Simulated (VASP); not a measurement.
Runs of VASP 6.6.1 on Mg. The structure is that of space group Im-3m (No. 229), or close to it. The cells are those of the table. 

| task | cell | gap on the mesh (eV) | pressure (GPa) |
| --- | --- | --- | --- |
| single point | a = 2.566 Å, angles 109.5°, 1 atom | none | 53.8 |
| single point | a = 2.549 Å, angles 109.2°, 1 atom | none | 55.9 |
| single point | a = 2.574 Å, angles 109.5°, 1 atom | none | 51.7 |
| electric field gradients | a = 2.523 Å, angles 109.5°, 1 atom | none | 65.4 |
| electric field gradients | a = 2.566 Å, angles 109.5°, 1 atom | none | 53.8 |
| electric field gradients | a = 2.549 Å, angles 109.5°, 1 atom | none | (a) |
| single point | a = 2.575 Å, angles 110.0°, 1 atom | none | 56.1 |
| electric field gradients | a = 2.557 Å, angles 109.5°, 1 atom | none | 55.9 |

Alike in all rows: level LDA; potentials or basis VASP PAW LDA potentials, release 64 (Mg); no spin polarisation; k mesh 19 × 19 × 19; cutoff (eV) 520; smearing fermi-dirac 0.03 eV.

Task: Fill in the values left out.

Result: (a) 58.2.

A gap of «none» marks levels without a gap at the run's occupations.
